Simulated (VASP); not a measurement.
# Mg (Pm-3m) in VASP: a series of runs

Mg is run at these levels: r2SCAN; tasks: single point, relaxation of cell and atoms.

Program: VASP 6.6.1. These are calculated values, not measurements. Logs are shortened: lines on timing, memory, paths and dates and some standing lists are left out, and cuts for length are marked.

### Step 1. The cell of the first run

Symmetry: Pm-3m, No. 221, cubic system. Conventional cell: a = 2.994 Å, b = 2.994 Å, c = 2.994 Å, α = 90.00°, β = 90.00°, γ = 90.00°. Mg (site symmetry m-3m) has 6 Mg at 2.99 Å within 3.9 Å.

### Step 2. Single point, r2SCAN

The input, POSCAR:

```
Mg
1.0
    2.9938331824      0.0000000000      0.0000000000
    0.0000000000      2.9938331824      0.0000000000
    0.0000000000      0.0000000000      2.9938331824
Mg
1
Direct
    0.5000000000      0.5000000000      0.5000000000
```

The input, INCAR.step1:

```
SYSTEM = Mg
  PREC = Accurate
  ENCUT = 520
  ISMEAR = 0
  SIGMA = 0.1
  LREAL = .False.
  LASPH = .True.
  NELM = 80
  NBANDS = 7
  GGA = PE
  ALGO = Normal
  EDIFF = 1E-4
  LWAVE = .True.
  LCHARG = .False.
```

The input, INCAR.step2:

```
SYSTEM = Mg
  PREC = Accurate
  ENCUT = 520
  EDIFF = 1E-6
  ISMEAR = 0
  SIGMA = 0.1
  LREAL = .False.
  LASPH = .True.
  NELM = 80
  ALGO = Normal
  ISIF = 2
  LWAVE = .False.
  LCHARG = .False.
  METAGGA = R2SCAN
  LMIXTAU = .True.
  NBANDS = 7
  ISTART = 1
```

The input, KPOINTS:

```
regular mesh
0
Gamma
  12 12 12
  0 0 0
```

Potentials or basis: VASP PAW PBE potentials, release 64 (Mg).

Command:

```
$ cat potpaw_PBE.64/Mg/POTCAR > POTCAR
$ cp INCAR.step1 INCAR
$ mpirun -np 1 vasp_std > vasp.out
$ cp INCAR.step2 INCAR
$ mpirun -np 1 vasp_std > vasp.out
```

OUTCAR:

```text
SYSTEM = Mg
   PREC = Accurate
   ENCUT = 520
   EDIFF = 1E-6
   ISMEAR = 0
   LREAL = .False.
   LASPH = .True.
   NELM = 80
   ISIF = 2
   METAGGA = R2SCAN
   ISTART = 1

 ion  position               nearest neighbor table
   1  0.500  0.500  0.500-

  LATTYP: Found a simple cubic cell.
 ALAT       =     2.9938331824

  Lattice vectors:

 A1 = (   2.9938331824,   0.0000000000,   0.0000000000)
 A2 = (   0.0000000000,   2.9938331824,   0.0000000000)
 A3 = (   0.0000000000,   0.0000000000,   2.9938331824)

Analysis of symmetry for initial positions (statically):
=====================================================================
 Subroutine PRICEL returns:
 Original cell was already a primitive cell.

 Routine SETGRP: Setting up the symmetry group for a
 simple cubic supercell.

 Subroutine GETGRP returns: Found 48 space group operations
 (whereof 48 operations were pure point group operations)
 out of a pool of 48 trial point group operations.

The static configuration has the point symmetry O_h .

Analysis of symmetry for dynamics (positions and initial velocities):
=====================================================================
 Subroutine PRICEL returns:
 Original cell was already a primitive cell.

 Routine SETGRP: Setting up the symmetry group for a
 simple cubic supercell.

 Subroutine GETGRP returns: Found 48 space group operations
 (whereof 48 operations were pure point group operations)
 out of a pool of 48 trial point group operations.

The dynamic configuration has the point symmetry O_h .

 Subroutine INISYM returns: Found 48 space group operations
 (whereof 48 operations are pure point group operations),
 and found     1 'primitive' translations

----------------------------------------------------------------------------------------

                                     Primitive cell

  volume of cell :      26.8338

  direct lattice vectors                    reciprocal lattice vectors
     2.993833182  0.000000000  0.000000000     0.334019947  0.000000000  0.000000000
     0.000000000  2.993833182  0.000000000     0.000000000  0.334019947  0.000000000
     0.000000000  0.000000000  2.993833182     0.000000000  0.000000000  0.334019947

  length of vectors
     2.993833182  2.993833182  2.993833182     0.334019947  0.334019947  0.334019947

  position of ions in fractional coordinates (direct lattice)
     0.500000000  0.500000000  0.500000000

  ion indices of the primitive-cell ions
   primitive index   ion index
                 1           1

----------------------------------------------------------------------------------------

 KPOINTS: regular mesh

Automatic generation of k-mesh.
 Grid dimensions read from file:
 generate k-points for:   12   12   12

 Generating k-lattice:

  Cartesian coordinates                     Fractional coordinates (reciprocal lattice)
     0.027834996  0.000000000  0.000000000     0.083333333  0.000000000  0.000000000
     0.000000000  0.027834996  0.000000000     0.000000000  0.083333333  0.000000000
     0.000000000  0.000000000  0.027834996     0.000000000  0.000000000  0.083333333

  Length of vectors
     0.027834996  0.027834996  0.027834996

  Shift w.r.t. Gamma in fractional coordinates (k-lattice)
     0.000000000  0.000000000  0.000000000

 Subroutine IBZKPT returns following result:
 ===========================================

 Found     84 irreducible k-points:

 Following reciprocal coordinates:
            Coordinates               Weight
  0.000000  0.000000  0.000000      1.000000
  0.083333  0.000000  0.000000      6.000000
  0.166667  0.000000  0.000000      6.000000
  0.250000  0.000000  0.000000      6.000000
  0.333333  0.000000  0.000000      6.000000
  0.416667  0.000000  0.000000      6.000000
[... 16 lines left out ...]
  0.333333  0.333333  0.000000     12.000000
  0.416667  0.333333  0.000000     24.000000
 [... further k-points ...]
   k-points           NKPTS =     84   k-points in BZ     NKDIM =     84   number of bands    NBANDS=      7
   number of dos      NEDOS =    301   number of ions     NIONS =      1
   total plane-waves  NPLWV =  13824
   dimension x,y,z NGX =    24 NGY =   24 NGZ =   24
   dimension x,y,z NGXF=    48 NGYF=   48 NGZF=   48
   ions per type =               1
   NGX,Y,Z   is equivalent  to a cutoff of  13.33, 13.33, 13.33 a.u.
   NGXF,Y,Z  is equivalent  to a cutoff of  26.65, 26.65, 26.65 a.u.
 SYSTEM =  Mg
   PREC   = accura    normal or accurate (medium, high low for compatibility)
   ISTART =      1    job   : 0-new  1-cont  2-samecut
   ICHARG =      0    charge: 1-file 2-atom 10-const
   ISPIN  =      1    spin polarized calculation?
   LNONCOLLINEAR =      F non collinear calculations
   LSORBIT =      F    spin-orbit coupling
   LASPH  =      T    aspherical Exc in radial PAW
   ENCUT  =  520.0 eV  38.22 Ry    6.18 a.u.   5.57  5.57  5.57*2*pi/ulx,y,z
   NELM   =     80;   NELMIN=  2; NELMDL=  0     # of ELM steps
   EDIFF  = 0.1E-05   stopping-criterion for ELM
   LREAL  =      F    real-space projection
   EDIFFG = 0.1E-04   stopping-criterion for IOM
   NSW    =      0    number of steps for IOM
   IBRION =     -1    ionic relax: 0-MD 1-quasi-New 2-CG
   NFREE  =      0    steps in history (QN), initial steepest desc. (CG)
   ISIF   =      2    stress and relaxation
   ISYM   =      2    0-nonsym 1-usesym 2-fastsym
   POTIM  = 0.5000    time-step for ionic-motion
   TEBEG  =    0.0;   TEEND  =   0.0 temperature during run
   PSTRESS=    0.0 pullay stress
   NELECT =       2.0000    total number of electrons
   NUPDOWN=      -1.0000    fix difference up-down
   EMIN   =  10.00;   EMAX   =-10.00  energy-range for DOS
   EFERMI =   0.00;   METHOD = LEGACY
   ISMEAR =     0;   SIGMA  =   0.10  broadening in eV -4-tet -1-fermi 0-gaus
   EFERMI_NEDOS =   21; number of points for ismear=-14 and -15
   IALGO  =     38    algorithm
   IMIX   =      4    mixing-type and parameters
     AMIX     =   0.40;   BMIX     =  1.00
     AMIX_MAG =   1.60;   BMIX_MAG =  1.00
  volume/ion in A,a.u.               =      26.83       181.08
  Fermi-wavevector in a.u.,A,eV,Ry     =   0.688955  1.301935  6.458119  0.474658
  Thomas-Fermi vector in A             =   1.769902
   LORBIT       =      0    0 simple, 1 ext, 2 COOP (PROOUT), +10 PAW based schemes
   METAGGA = R2SCAN    functional components
   LHFCALC =     F    Hartree Fock is set to
   AEXX    =    0.0000 exact exchange contribution
   IVDW    =     0    specifies the selected vdW correction
   LEPSILON=     F    determine dielectric tensor
   LRPA    =     F    only Hartree local field effects (RPA)
 non-spin polarized calculation
 Gauss-broadening in eV      SIGMA  =   0.10
  energy-cutoff  :      520.00
  volume of cell :       26.83
 maximum number of plane-waves:       739
 NGX is ok and might be reduce to    24
   NGX = 11   NGY = 11   NGZ = 11

 number of electron       2.0000000 magnetization

 Free energy of the ion-electron system (eV)
  ---------------------------------------------------
  ext. energy  EPLUGINS =         0.00000000
  ---------------------------------------------------
  free energy    TOTEN  =        -3.68633875 eV

  energy without entropy =       -3.68421728  energy(sigma->0) =       -3.68527801

 E-fermi :   1.7235     XC(G=0):  -8.5521

 val. band max:        1.6766749748   @ k =   0.5000   0.2500   0.2500
 cond. band min:       1.8593010587   @ k =   0.5000   0.3333   0.1667
 fundamental gap:      0.1826260839
 Fermi energy:         1.7235225200

 k-point     1 :       0.0000    0.0000    0.0000
  band No.  band energies     occupation
      1      -4.9176      2.00000
      2      10.6051      0.00000
      3      10.6051      0.00000
      4      12.2727      0.00000
      5      12.2727      0.00000
      6      12.2727      0.00000
      7      17.3969      0.00000

 k-point     2 :       0.0833    0.0000    0.0000
  band No.  band energies     occupation
      1      -4.7922      2.00000
      2       9.0565      0.00000
      3      10.7158      0.00000
      4      12.3774      0.00000
      5      12.3774      0.00000
      6      13.5085      0.00000
      7      17.9959      0.00000

 k-point     3 :       0.1667    0.0000    0.0000
  band No.  band energies     occupation
      1      -4.4168      2.00000
      2       6.8887      0.00000
      3      11.0430      0.00000
      4      12.6919      0.00000
      5      12.6919      0.00000
      6      14.7663      0.00000
      7      19.7332      0.00000

 k-point     4 :       0.2500    0.0000    0.0000
  band No.  band energies     occupation
      1      -3.7940      2.00000
      2       4.7827      0.00000
      3      11.5685      0.00000
      4      13.2167      0.00000
      5      13.2167      0.00000
      6      15.7307      0.00000
      7      20.7901      0.00000

 k-point     5 :       0.3333    0.0000    0.0000
  band No.  band energies     occupation
      1      -2.9280      2.00000
      2       2.8303      0.00000
      3      12.2427      0.00000
      4      13.9526      0.00000
      5      13.9526      0.00000
      6      16.6451      0.00000
      7      19.0144      0.00000
[... 161 lines left out ...]
 k-point    22 :       0.5000    0.2500    0.0000
  band No.  band energies     occupation
      1       0.5499      2.00000
      2       0.6266      2.00000
      3       8.8146      0.00000
      4       9.3411      0.00000
      5      16.8565      0.00000
      6      17.0440      0.00000
      7      18.2246      0.00000

 k-point    23 :       0.3333    0.3333    0.0000
  band No.  band energies     occupation
      1      -0.9718      2.00000
      2       4.1354      0.00000
      3       5.4267      0.00000
      4      10.3022      0.00000
      5      15.5989      0.00000
      6      17.1523      0.00000
      7      19.7366      0.00000

 k-point    24 :       0.4167    0.3333    0.0000
  band No.  band energies     occupation
      1       0.1105      2.00000
      2       2.8884      0.00000
      3       5.9695      0.00000
      4       8.6508      0.00000
      5      16.5075      0.00000
      6      18.1820      0.00000
      7      18.8049      0.00000

 [... further k-points ...]
[... 5 lines left out ...]
  --------------------------------------------------------------------------------------
  -------------------------------------------------------------------------------------
  Total       -0.0241142     -0.0241142     -0.0241142      0.0000000      0.0000000     -0.0000000
  in kB       -1.4397964     -1.4397964     -1.4397964      0.0000000      0.0000000     -0.0000000
  external PRESSURE =      -1.4397964 kB  Pullay stress =       0.0000000 kB

 VOLUME and BASIS-vectors are now :
 -----------------------------------------------------------------------------
  energy-cutoff  :      520.00
  volume of cell :       26.83
      direct lattice vectors                 reciprocal lattice vectors
     2.993833182  0.000000000  0.000000000     0.334019947  0.000000000  0.000000000
     0.000000000  2.993833182  0.000000000     0.000000000  0.334019947  0.000000000
     0.000000000  0.000000000  2.993833182     0.000000000  0.000000000  0.334019947

 POSITION                                       TOTAL-FORCE (eV/Angst)
 -----------------------------------------------------------------------------------
      1.49692      1.49692      1.49692         0.000000      0.000000      0.000000
 -----------------------------------------------------------------------------------
    total drift:                               -0.000000     -0.000000     -0.000000

  FREE ENERGIE OF THE ION-ELECTRON SYSTEM (eV)
  ---------------------------------------------------
  free  energy   TOTEN  =        -3.6863387500 eV

  energy  without entropy=       -3.6842172757  energy(sigma->0) =       -3.68527801
```

It took 67 s on 1 thread of Oxide Virtual Turin-like, shared host; peak memory 0.12 GiB.

What came out:

```
Free energy            : -3.6863 eV
Pressure               : -0.1 GPa
Band gap on the k mesh : zero (band 1 reaches 6.86 eV, above the bottom of band 2 at -0.43 eV)
```

Caveat: the PAW data sets were made with another functional, which shifts forces and pressure a little.

### Step 3. Relaxation of cell and atoms, r2SCAN

This run uses another cell than the first one, of 27.19 Å³/atom, 1.013 times its volume.

The input, POSCAR:

```
Mg
1.0
    3.0070362590      0.0000000000      0.0000000000
    0.0000000000      3.0070362590      0.0000000000
    0.0000000000      0.0000000000      3.0070362590
Mg
1
Direct
    0.5000000000      0.5000000000      0.5000000000
```

The input, INCAR.step1:

```
SYSTEM = Mg
PREC = Accurate ; ENCUT = 600
ISMEAR = 0 ; SIGMA = 0.1
LREAL = .FALSE. ; LASPH = .TRUE.
NELM = 80 ; GGA = PE
ALGO = Normal ; EDIFF = 1E-4
LWAVE = .TRUE. ; LCHARG = .FALSE.
```

The input, INCAR.step2:

```
SYSTEM = Mg
PREC = Accurate ; ENCUT = 600
EDIFF = 1E-7 ; ISMEAR = 0
SIGMA = 0.1 ; LREAL = .FALSE.
LASPH = .TRUE. ; NELM = 80
ALGO = Normal ; ISIF = 3
LWAVE = .FALSE. ; LCHARG = .FALSE.
METAGGA = R2SCAN ; LMIXTAU = .TRUE.
IBRION = 2 ; NSW = 90
EDIFFG = -0.025 ; ISTART = 1
```

The input, KPOINTS:

```
Automatic mesh
0
G
  12 12 12
  0 0 0
```

Potentials or basis: VASP PAW PBE potentials, release 64 (Mg).

Command:

```
$ cat potpaw_PBE.64/Mg/POTCAR > POTCAR
$ cp INCAR.step1 INCAR
$ mpirun -np 1 vasp_std > vasp.out
$ cp INCAR.step2 INCAR
$ mpirun -np 1 vasp_std > vasp.out
```

OUTCAR:

```text
SYSTEM = Mg
   PREC = Accurate
   ENCUT = 600
   EDIFF = 1E-7
   ISMEAR = 0
   LREAL = .FALSE.
   LASPH = .TRUE.
   NELM = 80
   ISIF = 3
   METAGGA = R2SCAN
   IBRION = 2
   NSW = 90
   EDIFFG = -0.025
   ISTART = 1

 ion  position               nearest neighbor table
   1  0.500  0.500  0.500-

  LATTYP: Found a simple cubic cell.
 ALAT       =     3.0070362590

  Lattice vectors:

 A1 = (   3.0070362590,   0.0000000000,   0.0000000000)
 A2 = (   0.0000000000,   3.0070362590,   0.0000000000)
 A3 = (   0.0000000000,   0.0000000000,   3.0070362590)

Analysis of symmetry for initial positions (statically):
=====================================================================
 Subroutine PRICEL returns:
 Original cell was already a primitive cell.

 Routine SETGRP: Setting up the symmetry group for a
 simple cubic supercell.

 Subroutine GETGRP returns: Found 48 space group operations
 (whereof 48 operations were pure point group operations)
 out of a pool of 48 trial point group operations.
[... 163 lines left out ...]

------------------------ aborting loop because EDIFF is reached ----------------------------------------

  FORCE on cell =-STRESS in cart. coord.  units (eV):
  Direction    XX          YY          ZZ          XY          YZ          ZX
  --------------------------------------------------------------------------------------
  -------------------------------------------------------------------------------------
  Total       -0.0772725     -0.0772725     -0.0772725      0.0000000      0.0000000     -0.0000000
  in kB       -4.5532279     -4.5532279     -4.5532279      0.0000000      0.0000000     -0.0000000
  external PRESSURE =      -4.5532279 kB  Pullay stress =       0.0000000 kB
[... 57 lines left out ...]
--------------------------------------- Ionic step        3  -------------------------------------------

 number of electron       2.0000000 magnetization

 Free energy of the ion-electron system (eV)
  ---------------------------------------------------
  ext. energy  EPLUGINS =         0.00000000
  ---------------------------------------------------
  free energy    TOTEN  =        -3.68658989 eV

  energy without entropy =       -3.68448134  energy(sigma->0) =       -3.68553562

 E-fermi :   1.7432     XC(G=0):  -8.5659

 val. band max:        1.6920929433   @ k =   0.5000   0.2500   0.2500
 cond. band min:       1.8840836632   @ k =   0.5000   0.3333   0.1667
 fundamental gap:      0.1919907199
 Fermi energy:         1.7431519212

 k-point     1 :       0.0000    0.0000    0.0000
  band No.  band energies     occupation
      1      -4.9152      2.00000
      2      10.6404      0.00000
      3      10.6404      0.00000
      4      12.3246      0.00000
      5      12.3246      0.00000
[... 177 lines left out ...]
 k-point    24 :       0.4167    0.3333    0.0000
  band No.  band energies     occupation
      1       0.1265      2.00000
      2       2.9114      0.00000
      3       6.0006      0.00000
      4       8.6867      0.00000
      5      16.5680      0.00000

 [... further k-points ...]
[... 5 lines left out ...]
  --------------------------------------------------------------------------------------
  -------------------------------------------------------------------------------------
  Total       -0.0057393     -0.0057393     -0.0057393     -0.0000000      0.0000000      0.0000000
  in kB       -0.3441490     -0.3441490     -0.3441490     -0.0000000      0.0000000      0.0000000
  external PRESSURE =      -0.3441490 kB  Pullay stress =       0.0000000 kB
[... 16 lines left out ...]
  FREE ENERGIE OF THE ION-ELECTRON SYSTEM (eV)
  ---------------------------------------------------
  free  energy   TOTEN  =        -3.6865898898 eV

  energy  without entropy=       -3.6844813419  energy(sigma->0) =       -3.68553562

 reached required accuracy - stopping structural energy minimisation
```

OUTCAR.step1:

```text
SYSTEM = Mg
   PREC = Accurate
   ENCUT = 600
   ISMEAR = 0
   LREAL = .FALSE.
   LASPH = .TRUE.
   NELM = 80
[... 408 lines left out ...]
 -----------------------------------------------------------------------------------
      1.50352      1.50352      1.50352         0.000000      0.000000      0.000000
 -----------------------------------------------------------------------------------
    total drift:                               -0.000000     -0.000000     -0.000000

  FREE ENERGIE OF THE ION-ELECTRON SYSTEM (eV)
  ---------------------------------------------------
  free  energy   TOTEN  =        -1.1245687674 eV

  energy  without entropy=       -1.1214687266  energy(sigma->0) =       -1.12301875
```

Wall time 88 s (1 thread of Oxide Virtual Turin-like, shared host); peak memory 0.12 GiB.

What came out:

- Free energy: -3.6866 eV
- Relaxed volume: 26.72 Å³/atom
- Relaxed cell: a = 2.990 Å, b = 2.990 Å, c = 2.990 Å, α = 90.00°, β = 90.00°, γ = 90.00°
- Space group after relaxing (to 0.05 Å): Pm-3m (No. 221)
- Energy gained by relaxing: 0.7 meV/atom
- Ionic steps: 3
- Pressure after relaxing: 0.0 GPa
- Band gap on the k mesh: zero (band 1 reaches 6.89 eV, above the bottom of band 2 at -0.42 eV)

The path:
| step | energy change (eV) | largest force (eV/Å) | pressure (GPa) | volume (Å³) |
| --- | --- | --- | --- | --- |
| 1 | 0.0000 | 0.0000 | -0.46 | 27.19 |
| 2 | -0.0006 | 0.0000 | -0.19 | 26.89 |
| 3 | -0.0007 | 0.0000 | -0.03 | 26.72 |

Final structure:
```
Mg
1.0
     2.98956    0.00000    0.00000
     0.00000    2.98956    0.00000
     0.00000    0.00000    2.98956
Mg
1
Cartesian
  1.4948 1.4948 1.4948
```

Caveat: the PAW data sets were made with another functional, which shifts forces and pressure a little.
